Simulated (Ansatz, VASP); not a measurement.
Two plane-wave programs on EuFe3

File INCAR:

```
  ALGO = Normal
  EDIFF = 1E-6
  ENCUT = 520
  GGA = PE
  ISIF = 2
  ISMEAR = 0
  ISPIN = 2
  LASPH = T
  LCHARG = F
  LMAXMIX = 6
  LORBIT = 11
  LREAL = F
  LWAVE = F
  MAGMOM = 7.15 -2.71 -2.71 -2.71
  NBANDS = 32
  NELM = 150
  PREC = Accurate
  SIGMA = 0.05
```

The input KPOINTS:

```
k-points
0
Gamma
  8 8 8
```

POSCAR

```
EuFe3
1.0
    4.0024666938      0.0000000000      0.0000000000
    0.0000000000      3.9628383107      0.0000000000
    0.0000000000      0.0000000000      3.9628383107
Eu Fe
1 3
Direct
    0.0000000000      0.0000000000      0.0000000000
    0.0000000000      0.5000000000      0.5000000000
    0.5000000000      0.5000000000      0.0000000000
    0.5000000000      0.0000000000      0.5000000000
```

Input for Ansatz:

```yaml
crystal:
  lattice:
    - [4.0024666938, 0.0, 0.0]
    - [0.0, 3.9628383107, 0.0]
    - [0.0, 0.0, 3.9628383107]
  atoms:
    - { symbol: Eu, position: [0.0, 0.0, 0.0], spin: 7.15 }
    - { symbol: Fe, position: [0.0, 0.5, 0.5], spin: -2.71 }
    - { symbol: Fe, position: [0.5, 0.5, 0.0], spin: -2.71 }
    - { symbol: Fe, position: [0.5, 0.0, 0.5], spin: -2.71 }
basis:
  ecutwfc: 420
  ecutrho_ratio: 4
kpoints:
  mp_grid: { grid: [8, 8, 8] }
hamiltonian:
  xc: pbe
scf:
  occupations: { method: gaussian, width: 0.05 }
output:
  forces: true
  stress: true
  eigenvalues: true
  populations: true
magnetization:
  spin_polarized: true
```

Change from the starting cell: strain e1 = +0.01, atoms carried along.

Alike in both runs: task single point; functional PBE; k mesh 8 × 8 × 8; occupations gaussian, width 0.05 eV; collinear spin.

```csv
,VASP,Ansatz
version,VASP 6.6.1,Ansatz 0.2.0
potentials or method,"VASP PAW PBE potentials, release 64 (Eu, Fe), cutoff 520 eV","scalar-relativistic, plane waves, PAW"
valence electrons in the cell,41,65
```

VASP gave:

- gap on the k mesh at the Fermi level (eV): none
- pressure (GPa): -0.9
- traceless stress, the component that is largest in VASP (GPa): 0.28
- net moment per atom (μB): 0.09
- size of the moment on the site where the two differ most (μB): 2.44

Task: Which values does Ansatz return?

Result: gap on the k mesh at the Fermi level (eV): none; pressure (GPa): -0.8; traceless stress, the component that is largest in VASP (GPa): 0.31; net moment per atom (μB): 0.11; size of the moment on the site where the two differ most (μB): 2.49.

Site moments also hang on the region over which each program counts them. A gap of «none» marks a metal or a gap that the smearing closes. The functional is the same, so the differences come from potentials, cutoffs and numerics. VASP's potentials hold 41 valence electrons a cell and Ansatz's 65, so a difference there can come from the potentials and not from the codes. Ansatz's warnings: given moment on shells.

Spin-orbit coupling is off throughout.
